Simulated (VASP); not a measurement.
# PbO2 (P4_2/mnm) in VASP: relaxation of shape and atoms at fixed volume with r2SCAN+D4

Aim: the relaxation of shape and atoms at fixed volume of PbO2 with r2SCAN+D4.

All numbers are computed with VASP 6.6.1; they aren't measurements. Logs are shortened: lines on timing, memory, paths and dates and some standing lists are left out, and cuts for length are marked.

### Step 1. The cell of the first run

The structure is tetragonal, space group P4_2/mnm (No. 136). Conventional cell: a = 4.962 Å, b = 4.962 Å, c = 3.410 Å, α = 90.00°, β = 90.00°, γ = 90.00°. Within 2.9 Å of Pb (site symmetry mmm) lie 6 O at 2.15 to 2.18 Å. Within 2.9 Å of O (site symmetry m2m) lie 3 Pb at 2.15 to 2.18 Å and 1 O at 2.71 Å.

### Step 2. Relaxation of shape and atoms at fixed volume, r2SCAN+D4 (13.99 Å³/atom)

File POSCAR:

```
PbO2
1.0
    4.9620687219      0.0000000000      0.0000000000
    0.0000000000      4.9620687219      0.0000000000
    0.0000000000      0.0000000000      3.4101541231
Pb O
2 4
Direct
    0.0000000000      0.0000000000      0.0000000000
    0.5000000000      0.5000000000      0.5000000000
    0.3070076746      0.3070076746      0.0000000000
    0.8070076746      0.1929923254      0.5000000000
    0.1929923254      0.8070076746      0.5000000000
    0.6929923254      0.6929923254      0.0000000000
```

File INCAR.step1:

```
SYSTEM = PbO2
PREC = Accurate
ENCUT = 600
ISMEAR = 0
SIGMA = 0.05
LREAL = .False.
LASPH = .True.
NELM = 60
GGA = PE
ALGO = Normal
EDIFF = 1E-4
LWAVE = .True.
LCHARG = .False.
```

File INCAR.step2:

```
SYSTEM = PbO2
PREC = Accurate
ENCUT = 600
EDIFF = 1E-7
ISMEAR = 0
SIGMA = 0.05
LREAL = .False.
LASPH = .True.
NELM = 60
ALGO = Normal
ISIF = 4
LWAVE = .False.
LCHARG = .False.
METAGGA = R2SCAN
LMIXTAU = .True.
IVDW = 13
VDW_S6 = 1.0
VDW_S8 = 0.6018749
VDW_A1 = 0.51559235
VDW_A2 = 5.77342911
IBRION = 2
NSW = 60
EDIFFG = -0.01
ISTART = 1
```

File KPOINTS:

```
regular mesh
0
Gamma
  6 6 8
  0 0 0
```

Potentials or basis: VASP PAW PBE potentials, release 64 (Pb_d, O).

The run is started by

```console
$ cat potpaw_PBE.64/Pb_d/POTCAR potpaw_PBE.64/O/POTCAR > POTCAR
$ cp INCAR.step1 INCAR
$ mpirun -np 1 vasp_std > vasp.out
$ cp INCAR.step2 INCAR
$ mpirun -np 1 vasp_std > vasp.out
```

OUTCAR:

```text
SYSTEM = PbO2
   PREC = Accurate
   ENCUT = 600
   EDIFF = 1E-7
   ISMEAR = 0
   LREAL = .False.
   LASPH = .True.
   NELM = 60
   ISIF = 4
   METAGGA = R2SCAN
   IVDW = 13
   IBRION = 2
   NSW = 60
   EDIFFG = -0.01
   ISTART = 1

 ion  position               nearest neighbor table
   1  0.000  0.000  0.000-   3 2.15   6 2.15   5 2.18   4 2.18   4 2.18   5 2.18   2 3.90   2 3.90
                             2 3.90   2 3.90   2 3.90   2 3.90   2 3.90   2 3.90
   2  0.500  0.500  0.500-   4 2.15   5 2.15   3 2.18   6 2.18   3 2.18   6 2.18   1 3.90   1 3.90
                             1 3.90   1 3.90   1 3.90   1 3.90   1 3.90   1 3.90
   3  0.307  0.307  0.000-   1 2.15   2 2.18   2 2.18
   4  0.807  0.193  0.500-   2 2.15   1 2.18   1 2.18
   5  0.193  0.807  0.500-   2 2.15   1 2.18   1 2.18
   6  0.693  0.693  0.000-   1 2.15   2 2.18   2 2.18

  LATTYP: Found a simple tetragonal cell.
 ALAT       =     4.9620687219
 C/A-ratio  =     0.6872444366

  Lattice vectors:

 A1 = (   4.9620687219,   0.0000000000,   0.0000000000)
 A2 = (   0.0000000000,   4.9620687219,   0.0000000000)
 A3 = (   0.0000000000,   0.0000000000,   3.4101541231)

Analysis of symmetry for initial positions (statically):
=====================================================================
 Subroutine PRICEL returns:
 Original cell was already a primitive cell.

 Routine SETGRP: Setting up the symmetry group for a
 simple tetragonal supercell.

 Subroutine GETGRP returns: Found 16 space group operations
 (whereof  8 operations were pure point group operations)
 out of a pool of 16 trial point group operations.

The static configuration has the point symmetry D_2h.
 The point group associated with its full space group is D_4h.

Analysis of symmetry for dynamics (positions and initial velocities):
=====================================================================
 Subroutine PRICEL returns:
 Original cell was already a primitive cell.

 Routine SETGRP: Setting up the symmetry group for a
 simple tetragonal supercell.

 Subroutine GETGRP returns: Found 16 space group operations
 (whereof  8 operations were pure point group operations)
 out of a pool of 16 trial point group operations.

The dynamic configuration has the point symmetry D_2h.
 The point group associated with its full space group is D_4h.

 Subroutine INISYM returns: Found 16 space group operations
 (whereof  8 operations are pure point group operations),
 and found     1 'primitive' translations

----------------------------------------------------------------------------------------
[... 109 lines left out ...]
   POTIM  = 0.5000    time-step for ionic-motion
   TEBEG  =    0.0;   TEEND  =   0.0 temperature during run
   PSTRESS=    0.0 pullay stress
   NELECT =      52.0000    total number of electrons
   NUPDOWN=      -1.0000    fix difference up-down
   EMIN   =  10.00;   EMAX   =-10.00  energy-range for DOS
   EFERMI =   0.00;   METHOD = LEGACY
   ISMEAR =     0;   SIGMA  =   0.05  broadening in eV -4-tet -1-fermi 0-gaus
   EFERMI_NEDOS =   21; number of points for ismear=-14 and -15
   IALGO  =     38    algorithm
   IMIX   =      4    mixing-type and parameters
     AMIX     =   0.40;   BMIX     =  1.00
     AMIX_MAG =   1.60;   BMIX_MAG =  1.00
  volume/ion in A,a.u.               =      13.99        94.44
  Fermi-wavevector in a.u.,A,eV,Ry     =   1.395434  2.636989 26.493770  1.947237
  Thomas-Fermi vector in A             =   2.518887
   LORBIT       =      0    0 simple, 1 ext, 2 COOP (PROOUT), +10 PAW based schemes
   METAGGA = R2SCAN    functional components
   LHFCALC =     F    Hartree Fock is set to
   AEXX    =    0.0000 exact exchange contribution
   IVDW    =    13    specifies the selected vdW correction
   LEPSILON=     F    determine dielectric tensor
   LRPA    =     F    only Hartree local field effects (RPA)
 conjugate gradient relaxation of ions
 non-spin polarized calculation
 Gauss-broadening in eV      SIGMA  =   0.05
  energy-cutoff  :      600.00
  volume of cell :       83.97
 maximum number of plane-waves:      2826
 NGX is ok and might be reduce to    40
   NGX = 19   NGY = 19   NGZ = 13

 number of electron      52.0000008 magnetization

 Free energy of the ion-electron system (eV)
  ---------------------------------------------------
  ext. energy  EPLUGINS =         0.00000000
  ---------------------------------------------------
  free energy    TOTEN  =      -142.26498415 eV

  energy without entropy =     -142.26484609  energy(sigma->0) =     -142.26491512

 E-fermi :   3.9127     XC(G=0): -11.4062

 val. band max:        3.8462802665   @ k =   0.0000   0.0000   0.1250
 cond. band min:       3.9506756128   @ k =   0.0000   0.0000   0.0000
 fundamental gap:      0.1043953463
 Fermi energy:         3.9127229463

 k-point     1 :       0.0000    0.0000    0.0000
  band No.  band energies     occupation
      1     -15.3046      2.00000
      2     -15.1414      2.00000
      3     -13.5979      2.00000
      4     -13.5979      2.00000
      5     -12.0507      2.00000
      6     -11.8004      2.00000
[... 805 lines left out ...]
     30      12.4635      0.00000
     31      13.5796      0.00000

 [... further k-points ...]

------------------------ aborting loop because EDIFF is reached ----------------------------------------

  DFT-D4 for vdW energy calculation

  Edisp (eV):   -0.57196

  FORCE on cell =-STRESS in cart. coord.  units (eV):
  Direction    XX          YY          ZZ          XY          YZ          ZX
  --------------------------------------------------------------------------------------
  -------------------------------------------------------------------------------------
  Total       0.37595     0.37595     0.37290    -0.00000     0.00000     0.00000
  in kB       7.17368     7.17368     7.11540    -0.00000     0.00000     0.00000
  external pressure =        7.15 kB  Pullay stress =        0.00 kB

 VOLUME and BASIS-vectors are now :
 -----------------------------------------------------------------------------
  energy-cutoff  :      600.00
  volume of cell :       83.97
      direct lattice vectors                 reciprocal lattice vectors
     4.962068722  0.000000000  0.000000000     0.201528849  0.000000000  0.000000000
     0.000000000  4.962068722  0.000000000     0.000000000  0.201528849  0.000000000
     0.000000000  0.000000000  3.410154123     0.000000000  0.000000000  0.293241878

 POSITION                                       TOTAL-FORCE (eV/Angst)
 -----------------------------------------------------------------------------------
      0.00000      0.00000      0.00000         0.000000      0.000000     -0.000000
      2.48103      2.48103      1.70508         0.000000      0.000000     -0.000000
      1.52339      1.52339      0.00000         0.002993      0.002993      0.000000
      4.00443      0.95764      1.70508         0.002993     -0.002993     -0.000000
      0.95764      4.00443      1.70508        -0.002993      0.002993     -0.000000
      3.43868      3.43868      0.00000        -0.002993     -0.002993     -0.000000
 -----------------------------------------------------------------------------------
    total drift:                                0.000000     -0.000000     -0.000000

  FREE ENERGIE OF THE ION-ELECTRON SYSTEM (eV)
  ---------------------------------------------------
  free  energy   TOTEN  =      -142.8369468459 eV

  energy  without entropy=     -142.8368087792  energy(sigma->0) =     -142.83687781

 reached required accuracy - stopping structural energy minimisation
```

OSZICAR.step1:

```text
N       E                     dE             d eps       ncg     rms          rms(c)
DAV:   1     0.731175927971E+03    0.73118E+03   -0.28788E+04  3100   0.227E+03
DAV:   2     0.651084820774E+02   -0.66607E+03   -0.64301E+03  3423   0.587E+02
DAV:   3    -0.332277252683E+02   -0.98336E+02   -0.96173E+02  3998   0.241E+02
DAV:   4    -0.373992733107E+02   -0.41715E+01   -0.41558E+01  3850   0.531E+01
DAV:   5    -0.375574544733E+02   -0.15818E+00   -0.15815E+00  4101   0.989E+00    0.141E+01
DAV:   6    -0.317567002718E+02    0.58008E+01   -0.25821E+01  4804   0.581E+01    0.450E+00
DAV:   7    -0.317895594219E+02   -0.32859E-01   -0.17411E+00  3301   0.105E+01    0.277E+00
DAV:   8    -0.317882855838E+02    0.12738E-02   -0.49442E-01  4845   0.729E+00    0.122E+00
DAV:   9    -0.317568359717E+02    0.31450E-01   -0.13038E-01  5046   0.467E+00    0.134E-01
DAV:  10    -0.317584512117E+02   -0.16152E-02   -0.10897E-02  3401   0.619E-01    0.120E-01
DAV:  11    -0.317584229047E+02    0.28307E-04   -0.36994E-04  3361   0.206E-01
   1 F= -.31758423E+02 E0= -.31758317E+02  d E =-.211734E-03
```

Run time: 11 min. Hardware: 1 thread of Oxide Virtual Turin-like, shared host; peak memory 0.26 GiB.

What came out:

```yaml
Free_energy: -142.8369 eV
Pressure_after_relaxing: 0.7 GPa
Largest_force_after_relaxing: 0.004 eV/Å
Band_gap_on_the_k_mesh: 0.10 eV (least direct gap 0.37 eV)
Dispersion_energy_per_atom: -0.095 eV
```

Forces on the atoms (eV/Å):
```
Pb   0.000  0.000  0.000
Pb   0.000  0.000  0.000
O    0.003  0.003  0.000
O    0.003 -0.003  0.000
O   -0.003  0.003  0.000
O   -0.003 -0.003  0.000
```

Final structure:
```yaml
crystal:
  lattice:
    - [4.96207, 0.00000, 0.00000]
    - [0.00000, 4.96207, 0.00000]
    - [0.00000, 0.00000, 3.41015]
  atoms:
    - { symbol: Pb, position: [0.00000, 0.00000, 0.00000] }
    - { symbol: Pb, position: [0.50000, 0.50000, 0.50000] }
    - { symbol: O, position: [0.30701, 0.30701, 0.00000] }
    - { symbol: O, position: [0.80701, 0.19299, 0.50000] }
    - { symbol: O, position: [0.19299, 0.80701, 0.50000] }
    - { symbol: O, position: [0.69299, 0.69299, 0.00000] }
```

Caveat: the relaxation stopped at its first step, so nothing moved; the PAW data sets were made with another functional, which shifts forces and pressure a little; spin-orbit coupling is left out, which moves the levels of the heavy elements.
